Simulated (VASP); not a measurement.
# Ru12C (a cell with a defect) in VASP: notebook

The runs below take Ru12C (a cell with a defect) through single point, with LDA.

Everything below comes from runs of VASP 6.6.1. Logs are shortened: lines on timing, memory, paths and dates and some standing lists are left out, and cuts for length are marked.

### 1 The cell of the first run

The cell holds a defect, 13 atoms: a = 5.400 Å, b = 8.100 Å, c = 4.277 Å, α = 90.00°, β = 90.00°, γ = 120.00°.

### 2 Single point, LDA

Contents of INCAR:

```
PREC = Accurate
ENCUT = 520
EDIFF = 1E-6
ISMEAR = 0
SIGMA = 0.1
LREAL = F
LASPH = T
NELM = 80
ALGO = Normal
ISIF = 2
LWAVE = F
LCHARG = T
LELF = T
LVHAR = T
NBANDS = 98
```

Contents of KPOINTS:

```
regular mesh
0
Gamma
  4 3 4
```

Contents of POSCAR:

```
Ru12C
1.0
    5.4000000000      0.0000000000      0.0000000000
   -4.0500000000      7.0148060000      0.0000000000
    0.0000000000      0.0000000000      4.2768000000
Ru C
12 1
Direct
    0.0043971301      0.0041267936      0.0614783317
    0.1946527193      0.2584527357      0.4755161269
   -0.0031401211      0.3373706263     -0.0053396168
    0.1524236963      0.5505241666      0.4985791413
   -0.0009293194      0.6624254915     -0.0018944681
    0.1796452262      0.8743184444      0.4876048517
    0.5014204062     -0.0016733108      0.0000936057
    0.6641217822      0.2184469875      0.4940974796
    0.5106223127      0.3368232101     -0.0062328721
    0.6744099936      0.5538913177      0.4968555222
    0.4930747228      0.6597821463     -0.0063535550
    0.6299492978      0.8703988237      0.4824290435
    0.0052407532      0.0115779673      0.6344755093
```

Potentials or basis: VASP PAW LDA potentials, release 64 (Ru_pv, C).

Started as:

```
cat potpaw_LDA.64/Ru_pv/POTCAR potpaw_LDA.64/C/POTCAR > POTCAR
mpirun -np 1 vasp_std > vasp.out
```

OUTCAR:

```text
PREC = Accurate
   ENCUT = 520
   EDIFF = 1E-6
   ISMEAR = 0
   LREAL = F
   LASPH = T
   NELM = 80
   ISIF = 2

 ion  position               nearest neighbor table
   1  0.004  0.004  0.061-  13 1.83  13 2.45  12 2.51   6 2.51   2 2.51   7 2.71   7 2.72   9 2.73
                             3 2.73   5 2.77  11 2.79   6 3.00  12 3.03   2 3.08
   2  0.195  0.258  0.476-  13 1.86   4 2.49  10 2.50   1 2.51   3 2.54   9 2.54   9 2.67   3 2.68
                             8 2.71   8 2.72   6 3.07   1 3.08  12 3.10
   3  0.997  0.337  0.995-   2 2.54   4 2.60   4 2.62   9 2.62   5 2.63   8 2.64  11 2.65   8 2.65
                             2 2.68   7 2.71   1 2.73   9 2.78
   4  0.152  0.551  0.499-   2 2.49   6 2.55  12 2.59  10 2.60   3 2.60   5 2.61   5 2.62   3 2.62
                            11 2.65   8 2.66  11 2.68  10 2.81
   5  0.999  0.662  0.998-   6 2.57   4 2.61   4 2.62  10 2.62  10 2.63   3 2.63   9 2.64   6 2.64
                            11 2.68   7 2.72  11 2.72   1 2.77
   6  0.180  0.874  0.488-  13 1.89  12 2.45   1 2.51   4 2.55   5 2.57   7 2.57   5 2.64   7 2.66
                            10 2.66   8 2.71  12 2.95   1 3.00   2 3.07
   7  0.501  0.998  0.000-  12 2.56   6 2.57   8 2.62   8 2.66   6 2.66  12 2.68   1 2.71   3 2.71
                             5 2.72   9 2.72  11 2.72   1 2.72
   8  0.664  0.218  0.494-   7 2.62   9 2.64   9 2.64   3 2.64   3 2.65   7 2.66   4 2.66  10 2.69
                             6 2.71   2 2.71   2 2.72  12 2.73
   9  0.511  0.337  0.994-   2 2.54  10 2.61   3 2.62  10 2.64   5 2.64   8 2.64   8 2.64  11 2.66
                             2 2.67   7 2.72   1 2.73   3 2.78
  10  0.674  0.554  0.497-   2 2.50   4 2.60   9 2.61   5 2.62   5 2.63   9 2.64  11 2.65   6 2.66
                            11 2.68   8 2.69  12 2.69   4 2.81
  11  0.493  0.660  0.994-  12 2.56  12 2.64   3 2.65   4 2.65  10 2.65   9 2.66  10 2.68   5 2.68
                             4 2.68   7 2.72   5 2.72   1 2.79
  12  0.630  0.870  0.482-  13 1.88   6 2.45   1 2.51   7 2.56  11 2.56   4 2.59  11 2.64   7 2.68
                            10 2.69   8 2.73   6 2.95   1 3.03   2 3.10
  13  0.005  0.012  0.634-   1 1.83   2 1.86  12 1.88   6 1.89   1 2.45

  LATTYP: Found a simple monoclinic cell.
 ALAT       =     5.4000000000
 B/A-ratio  =     0.7920000000
 C/A-ratio  =     1.3228756972
 COS(beta)  =    -0.1889822305

  Lattice vectors:

 A1 = (   5.4000000000,   0.0000000000,   0.0000000000)
 A2 = (   0.0000000000,   0.0000000000,   4.2768000000)
 A3 = (  -1.3500000000,  -7.0148060000,   0.0000000000)

Analysis of symmetry for initial positions (statically):
=====================================================================
 Subroutine PRICEL returns:
 Original cell was already a primitive cell.

 Routine SETGRP: Setting up the symmetry group for a
 simple monoclinic supercell.

 Subroutine GETGRP returns: Found  1 space group operations
 (whereof  1 operations were pure point group operations)
 out of a pool of  4 trial point group operations.

The static configuration has the point symmetry C_1 .

Analysis of symmetry for dynamics (positions and initial velocities):
=====================================================================
 Subroutine PRICEL returns:
 Original cell was already a primitive cell.

 Routine SETGRP: Setting up the symmetry group for a
 simple monoclinic supercell.

 Subroutine GETGRP returns: Found  1 space group operations
 (whereof  1 operations were pure point group operations)
 out of a pool of  4 trial point group operations.

The dynamic configuration has the point symmetry C_1 .

 Subroutine INISYM returns: Found  1 space group operations
 (whereof  1 operations are pure point group operations),
 and found     1 'primitive' translations

----------------------------------------------------------------------------------------

                                     Primitive cell

  volume of cell :     162.0050

  direct lattice vectors                    reciprocal lattice vectors
     5.400000000  0.000000000  0.000000000     0.185185185  0.106916713  0.000000000
    -4.050000000  7.014806000  0.000000000     0.000000000  0.142555617  0.000000000
     0.000000000  0.000000000  4.276800000     0.000000000  0.000000000  0.233819678

  length of vectors
     5.400000000  8.100000199  4.276800000     0.213833431  0.142555617  0.233819678

  position of ions in fractional coordinates (direct lattice)
     0.004397130  0.004126794  0.061478332
     0.194652719  0.258452736  0.475516127
     0.996859879  0.337370626  0.994660383
[... 43 lines left out ...]
     0.053458358  0.047518539  0.058454920

  Shift w.r.t. Gamma in fractional coordinates (k-lattice)
     0.000000000  0.000000000  0.000000000

 Subroutine IBZKPT returns following result:
 ===========================================

 Found     26 irreducible k-points:

 Following reciprocal coordinates:
            Coordinates               Weight
  0.000000  0.000000  0.000000      1.000000
  0.250000  0.000000  0.000000      2.000000
  0.500000  0.000000  0.000000      1.000000
  0.000000  0.333333  0.000000      2.000000
  0.250000  0.333333  0.000000      2.000000
  0.500000  0.333333  0.000000      2.000000
[... 16 lines left out ...]
  0.000000  0.333333  0.500000      2.000000
  0.250000  0.333333  0.500000      2.000000
 [... further k-points ...]
   k-points           NKPTS =     26   k-points in BZ     NKDIM =     26   number of bands    NBANDS=     98
   number of dos      NEDOS =    301   number of ions     NIONS =     13
   total plane-waves  NPLWV =  76800
   dimension x,y,z NGX =    40 NGY =   60 NGZ =   32
   dimension x,y,z NGXF=    80 NGYF=  120 NGZF=   64
   ions per type =              12   1
   NGX,Y,Z   is equivalent  to a cutoff of  12.31, 12.31, 12.44 a.u.
   NGXF,Y,Z  is equivalent  to a cutoff of  24.63, 24.63, 24.88 a.u.
 SYSTEM =  unknown system
   PREC   = accura    normal or accurate (medium, high low for compatibility)
   ISTART =      0    job   : 0-new  1-cont  2-samecut
   ICHARG =      2    charge: 1-file 2-atom 10-const
   ISPIN  =      1    spin polarized calculation?
   LNONCOLLINEAR =      F non collinear calculations
   LSORBIT =      F    spin-orbit coupling
   LASPH  =      T    aspherical Exc in radial PAW
   ENCUT  =  520.0 eV  38.22 Ry    6.18 a.u.  10.04 15.06  7.95*2*pi/ulx,y,z
   NELM   =     80;   NELMIN=  2; NELMDL= -5     # of ELM steps
   EDIFF  = 0.1E-05   stopping-criterion for ELM
   LREAL  =      F    real-space projection
   EDIFFG = 0.1E-04   stopping-criterion for IOM
   NSW    =      0    number of steps for IOM
   IBRION =     -1    ionic relax: 0-MD 1-quasi-New 2-CG
   NFREE  =      0    steps in history (QN), initial steepest desc. (CG)
   ISIF   =      2    stress and relaxation
   ISYM   =      2    0-nonsym 1-usesym 2-fastsym
   POTIM  = 0.5000    time-step for ionic-motion
   TEBEG  =    0.0;   TEEND  =   0.0 temperature during run
   PSTRESS=    0.0 pullay stress
   NELECT =     172.0000    total number of electrons
   NUPDOWN=      -1.0000    fix difference up-down
   EMIN   =  10.00;   EMAX   =-10.00  energy-range for DOS
   EFERMI =   0.00;   METHOD = LEGACY
   ISMEAR =     0;   SIGMA  =   0.10  broadening in eV -4-tet -1-fermi 0-gaus
   EFERMI_NEDOS =   21; number of points for ismear=-14 and -15
   IALGO  =     38    algorithm
   IMIX   =      4    mixing-type and parameters
     AMIX     =   0.40;   BMIX     =  1.00
     AMIX_MAG =   1.60;   BMIX_MAG =  1.00
  volume/ion in A,a.u.               =      12.46        84.10
  Fermi-wavevector in a.u.,A,eV,Ry     =   1.670096  3.156024 37.949666  2.789222
  Thomas-Fermi vector in A             =   2.755654
   LORBIT       =      0    0 simple, 1 ext, 2 COOP (PROOUT), +10 PAW based schemes
   GGA     = CA    functional components
   LHFCALC =     F    Hartree Fock is set to
   AEXX    =    0.0000 exact exchange contribution
   IVDW    =     0    specifies the selected vdW correction
   LEPSILON=     F    determine dielectric tensor
   LRPA    =     F    only Hartree local field effects (RPA)
 non-spin polarized calculation
 Gauss-broadening in eV      SIGMA  =   0.10
  energy-cutoff  :      520.00
  volume of cell :      162.00
 maximum number of plane-waves:      4388
   NGX = 21   NGY = 31   NGZ = 15

 number of electron     172.0000010 magnetization

 Free energy of the ion-electron system (eV)
  ---------------------------------------------------
  ext. energy  EPLUGINS =         0.00000000
  ---------------------------------------------------
  free energy    TOTEN  =      -135.50607989 eV

  energy without entropy =     -135.44957284  energy(sigma->0) =     -135.47782637

 E-fermi :  13.4724     XC(G=0): -14.5712

 val. band max:       13.4662740681   @ k =   0.2500   0.3333   0.0000
 cond. band min:      13.4727947334   @ k =   0.5000   0.0000   0.5000
 fundamental gap:      0.0065206653
 Fermi energy:        13.4724194169

 k-point     1 :       0.0000    0.0000    0.0000
  band No.  band energies     occupation
      1     -30.3260      2.00000
      2     -30.2605      2.00000
      3     -30.1977      2.00000
      4     -30.0096      2.00000
      5     -29.9720      2.00000
      6     -29.9314      2.00000
[... 2413 lines left out ...]
     97      14.8583      0.00000
     98      14.8945      0.00000

 [... further k-points ...]

------------------------ aborting loop because EDIFF is reached ----------------------------------------

  FORCE on cell =-STRESS in cart. coord.  units (eV):
  Direction    XX          YY          ZZ          XY          YZ          ZX
  --------------------------------------------------------------------------------------
  -------------------------------------------------------------------------------------
  Total       11.3012105     12.0326275     13.8700065      0.1805829     -0.7855332      0.4604655
  in kB      111.7653492    118.9988292    137.1699190      1.7859071     -7.7686717      4.5538558
  external PRESSURE =     122.6446991 kB  Pullay stress =       0.0000000 kB

 VOLUME and BASIS-vectors are now :
 -----------------------------------------------------------------------------
  energy-cutoff  :      520.00
  volume of cell :      162.00
      direct lattice vectors                 reciprocal lattice vectors
     5.400000000  0.000000000  0.000000000     0.185185185  0.106916713  0.000000000
    -4.050000000  7.014806000  0.000000000     0.000000000  0.142555617  0.000000000
     0.000000000  0.000000000  4.276800000     0.000000000  0.000000000  0.233819678

 POSITION                                       TOTAL-FORCE (eV/Angst)
 -----------------------------------------------------------------------------------
      0.00703      0.02895      0.26293         0.023054     -0.015309      0.031320
      0.00439      1.81300      2.03369         0.001701      0.050528      0.002893
      4.01669      2.36659      4.25396         0.004148     -0.007802     -0.012348
     -1.40653      3.86182      2.13232         0.010002      0.008015     -0.000040
      2.71216      4.64679      4.26870        -0.006778      0.009228     -0.002735
     -2.57091      6.13317      2.08539         0.021664     -0.031602     -0.002774
     -1.33555      7.00307      0.00040         0.007608     -0.006389     -0.016615
      2.70155      1.53236      2.11316        -0.016630     -0.001040      0.001497
      1.39323      2.36275      4.25014        -0.004813      0.004481     -0.011801
      1.39855      3.88544      2.12495        -0.003871      0.017591      0.002085
     -0.00951      4.62824      4.24963         0.014540      0.013366     -0.012731
     -0.12339      6.10568      2.06325        -0.047185     -0.048849      0.015168
     -0.01859      0.08122      2.71352        -0.003441      0.007783      0.006082
 -----------------------------------------------------------------------------------
    total drift:                                0.000346      0.000192      0.000690

  FREE ENERGIE OF THE ION-ELECTRON SYSTEM (eV)
  ---------------------------------------------------
  free  energy   TOTEN  =      -135.5060798872 eV

  energy  without entropy=     -135.4495728437  energy(sigma->0) =     -135.47782637
```

Run time: 9.5 min. Hardware: 1 thread of AMD EPYC 7R43 (Zen 3), shared host; peak memory 0.36 GiB.

What came out:

```yaml
Free_energy: -135.5061 eV
Pressure: 12.3 GPa
Largest_force: 0.070 eV/Å
Band_gap_on_the_k_mesh: zero (bands 86 and 87 overlap by 0.62 eV)
```

Forces in eV/Å, atoms in the order of the input:
```
Ru   0.023 -0.015  0.031
Ru   0.002  0.051  0.003
Ru   0.004 -0.008 -0.012
Ru   0.010  0.008  0.000
Ru  -0.007  0.009 -0.003
Ru   0.022 -0.032 -0.003
Ru   0.008 -0.006 -0.017
Ru  -0.017 -0.001  0.001
Ru  -0.005  0.004 -0.012
Ru  -0.004  0.018  0.002
Ru   0.015  0.013 -0.013
Ru  -0.047 -0.049  0.015
C   -0.003  0.008  0.006
```

Caveat: the k points lie up to 0.37 Å⁻¹ apart, too coarse for converged energies and pressures of a metal.

### 3 Single point, LDA

Contents of INCAR:

```
PREC = Accurate ; ENCUT = 520
EDIFF = 1E-6 ; ISMEAR = 0
SIGMA = 0.1 ; LREAL = F
LASPH = T ; NELM = 100
ALGO = Normal ; ISIF = 2
LWAVE = F ; LCHARG = F
GGA = CA ; NBANDS = 98
```

KPOINTS is that of step 2.

Contents of POSCAR:

```
Ru12C
1.0
    5.4000000000      0.0000000000      0.0000000000
   -4.0500000000      7.0148060000      0.0000000000
    0.0000000000      0.0000000000      4.2768000000
Ru C
12 1
Direct
    0.0039112290      0.0040631202     -0.0634413580
    0.1938561243      0.2587197707      0.5230878227
   -0.0038248857      0.3376080536      0.0036351945
    0.1517339204      0.5507820174      0.4996317340
   -0.0016843835      0.6626692171     -0.0001045174
    0.1789239202      0.8745397948      0.5101386551
    0.5009482947     -0.0015457306     -0.0023636831
    0.6630566380      0.2187007025      0.5041250468
    0.5098763862      0.3371406137      0.0045314254
    0.6736870365      0.5540999993      0.5011889731
    0.4923235690      0.6600575982      0.0043850542
    0.6294339117      0.8706353390      0.5152066966
    0.0050146694      0.0122138802      0.3634072204
```

Potentials or basis: VASP PAW LDA potentials, release 64 (Ru_pv, C).

Started as:

```
cat potpaw_LDA.64/Ru_pv/POTCAR potpaw_LDA.64/C/POTCAR > POTCAR
mpirun -np 1 vasp_std > vasp.out
```

OUTCAR:

```text
PREC = Accurate
   ENCUT = 520
   EDIFF = 1E-6
   ISMEAR = 0
   LREAL = F
   LASPH = T
   NELM = 100
   ISIF = 2
   GGA = CA

 ion  position               nearest neighbor table
   1  0.004  0.004  0.937-  13 1.83  13 2.45   6 2.51   2 2.51  12 2.51   7 2.71   7 2.72   9 2.73
                             3 2.74   5 2.76  11 2.79   6 3.00  12 3.03   2 3.08
   2  0.194  0.259  0.523-  13 1.86   4 2.49  10 2.50   1 2.51   3 2.54   9 2.54   9 2.67   3 2.68
                             8 2.71   8 2.72   6 3.07   1 3.08  12 3.10
   3  0.996  0.338  0.004-   2 2.54   4 2.60   4 2.62   9 2.62   5 2.63   8 2.64  11 2.65   8 2.65
                             2 2.68   7 2.71   1 2.74   9 2.78
   4  0.152  0.551  0.500-   2 2.49   6 2.55  12 2.59  10 2.60   3 2.60   5 2.61   5 2.61   3 2.62
                            11 2.65   8 2.66  11 2.68  10 2.81
   5  0.998  0.663  1.000-   6 2.57   4 2.61   4 2.61  10 2.62  10 2.63   3 2.63   9 2.64   6 2.64
                            11 2.68   7 2.72  11 2.72   1 2.76
   6  0.179  0.875  0.510-  13 1.89  12 2.45   1 2.51   4 2.55   5 2.57   7 2.58   5 2.64   7 2.66
                            10 2.66   8 2.71  12 2.95   1 3.00   2 3.07
[... 2656 lines left out ...]

  FORCE on cell =-STRESS in cart. coord.  units (eV):
  Direction    XX          YY          ZZ          XY          YZ          ZX
  --------------------------------------------------------------------------------------
  -------------------------------------------------------------------------------------
  Total       11.2824086     12.0630649     13.9144655      0.1241305      0.8876774     -0.4864335
  in kB      111.5794047    119.2998453    137.6096043      1.2276104      8.7788447     -4.8106710
  external PRESSURE =     122.8296181 kB  Pullay stress =       0.0000000 kB

 VOLUME and BASIS-vectors are now :
 -----------------------------------------------------------------------------
  energy-cutoff  :      520.00
  volume of cell :      162.00
      direct lattice vectors                 reciprocal lattice vectors
     5.400000000  0.000000000  0.000000000     0.185185185  0.106916713  0.000000000
    -4.050000000  7.014806000  0.000000000     0.000000000  0.142555617  0.000000000
     0.000000000  0.000000000  4.276800000     0.000000000  0.000000000  0.233819678

 POSITION                                       TOTAL-FORCE (eV/Angst)
 -----------------------------------------------------------------------------------
      0.00466      0.02850      4.00547        -0.008433      0.002677     -0.043252
     -0.00099      1.81487      2.23714         0.004068      0.063788     -0.006410
      4.01203      2.36826      0.01555        -0.001493     -0.015044      0.014657
     -1.41130      3.86363      2.13682         0.005841      0.006303     -0.005675
      2.70709      4.64850      4.27635         0.000443      0.004267      0.003064
     -2.57570      6.13473      2.18176         0.043225     -0.032665     -0.002175
     -1.33862      7.00396      4.26669        -0.005722      0.005023      0.024694
      2.69477      1.53414      2.15604         0.009340     -0.006656     -0.005564
      1.38791      2.36498      0.01938        -0.005208     -0.008805      0.008093
      1.39380      3.88690      2.14349        -0.011321      0.020056      0.000843
     -0.01469      4.63018      0.01875         0.020747      0.008446      0.007112
     -0.12713      6.10734      2.20344        -0.041904     -0.031337     -0.002082
     -0.02239      0.08568      1.55422        -0.009583     -0.016052      0.006696
 -----------------------------------------------------------------------------------
    total drift:                                0.000409      0.000061     -0.000471

  FREE ENERGIE OF THE ION-ELECTRON SYSTEM (eV)
  ---------------------------------------------------
  free  energy   TOTEN  =      -135.5060654811 eV

  energy  without entropy=     -135.4497109768  energy(sigma->0) =     -135.47788823
```

stdout:

```text
POSCAR found type information on POSCAR RuC
 POSCAR found :  2 types and      13 ions
 scaLAPACK will be used
 LDA part: xc-table for (Slater(with rela. corr.)+CA(PZ))
 , standard interpolation
 POSCAR, INCAR and KPOINTS ok, starting setup
 FFT: planning ... GRIDC
 FFT: planning ... GRID_SOFT
 FFT: planning ... GRID
 WAVECAR not read
 entering main loop
```

Wall time 9.3 min (1 thread of AMD EPYC 7R43 (Zen 3), shared host); peak memory 0.36 GiB.

Results:

```
Free energy            : -135.5061 eV
Pressure               : 12.3 GPa
Largest force          : 0.064 eV/Å
Band gap on the k mesh : zero (bands 86 and 87 overlap by 0.62 eV)
```

Forces on the atoms (eV/Å):
```
Ru  -0.008  0.003 -0.043
Ru   0.004  0.064 -0.006
Ru  -0.001 -0.015  0.015
Ru   0.006  0.006 -0.006
Ru   0.000  0.004  0.003
Ru   0.043 -0.033 -0.002
Ru  -0.006  0.005  0.025
Ru   0.009 -0.007 -0.006
Ru  -0.005 -0.009  0.008
Ru  -0.011  0.020  0.001
Ru   0.021  0.008  0.007
Ru  -0.042 -0.031 -0.002
C   -0.010 -0.016  0.007
```

Stress tensor (GPa, compression positive):
```
11.16  0.12 -0.48
 0.12 11.93  0.88
-0.48  0.88 13.76
```

Caveat: the k points lie up to 0.37 Å⁻¹ apart, too coarse for converged energies and pressures of a metal.

[end of part 1 of 2]
